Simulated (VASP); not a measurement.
# TiO2: single point with PBE+U

The system is TiO2.

```
CELL_PARAMETERS angstrom
4.66400 0.00000 0.00000
0.00000 4.66400 0.00000
0.00000 0.00000 2.96102
ATOMIC_POSITIONS crystal
Ti 0.50000 0.50000 0.00000
Ti 0.00000 0.00000 0.50000
O 0.69463 0.69463 0.50000
O 0.80537 0.19463 0.00000
O 0.19463 0.80537 0.00000
O 0.30537 0.30537 0.50000
```

| Quantity | Value |
| --- | --- |
| Program | VASP 6.6.1 |
| Task | single point |
| Functional | PBE |
| Potentials or basis | VASP PAW PBE potentials, release 64 (Ti_sv, O) |
| Cutoff | 520 eV |
| k mesh | 6 × 6 × 10 |
| Occupations | gaussian, width 0.02 eV |
| Spin | no spin polarisation |
| Hubbard terms | Ti d U = 4.0 eV |
| Dipole correction | no |
| Further INCAR settings | ALGO = Normal; EDIFF = 1e-06; NBANDS = 33 |

```json
{"Pressure": "6.0 GPa", "Largest force": "0.175 eV/Å", "Band gap on the k mesh": "2.32 eV (least direct gap 2.34 eV)"}
```

Forces in eV/Å, atoms in the order of the input:
```
Ti   0.000  0.000  0.000
Ti   0.000  0.000  0.000
O    0.124  0.124  0.000
O   -0.124  0.124  0.000
O    0.124 -0.124  0.000
O   -0.124 -0.124  0.000
```

Stress tensor (GPa, compression positive):
```
 3.84  0.00  0.00
 0.00  3.84  0.00
 0.00  0.00 10.42
```

Levels at points of the mesh, in eV from the valence-band top:
```
           k point  band 21  band 22  band 23  band 24  band 25  band 26  band 27  band 28
(0.00, 0.00, 0.00)    -0.75    -0.50    -0.50     0.00     2.34     2.53     2.94     2.99
(0.50, 0.00, 0.00)    -1.57    -1.57    -0.74    -0.74     2.93     2.93     3.46     3.46
(0.50, 0.50, 0.00)    -1.33    -1.33    -1.14    -1.14     2.32     2.32     3.00     3.00
(0.00, 0.00, 0.50)    -2.16    -2.16    -1.45    -1.45     3.34     3.34     3.72     3.72
(0.50, 0.00, 0.50)    -1.94    -1.94    -1.03    -1.03     2.39     2.39     3.76     3.76
(0.50, 0.50, 0.50)    -1.16    -1.16    -0.73    -0.73     3.01     3.01     3.57     3.57
```

Eigenvalues of the final occupation matrices:
```tsv
site	spin	trace	eigenvalues
site 1 d	1	0.79	0.08 0.10 0.10 0.24 0.27
site 1 d	2	0.79	0.08 0.10 0.10 0.24 0.27
site 2 d	1	0.79	0.08 0.10 0.10 0.24 0.27
site 2 d	2	0.79	0.08 0.10 0.10 0.24 0.27
```

Wall time 3.2 min on 1 thread of Intel Xeon 8259CL, with other jobs on the host, peak memory 0.24 GiB.

Caveat: the cell stands under pressure. A k mesh can miss the band edges.
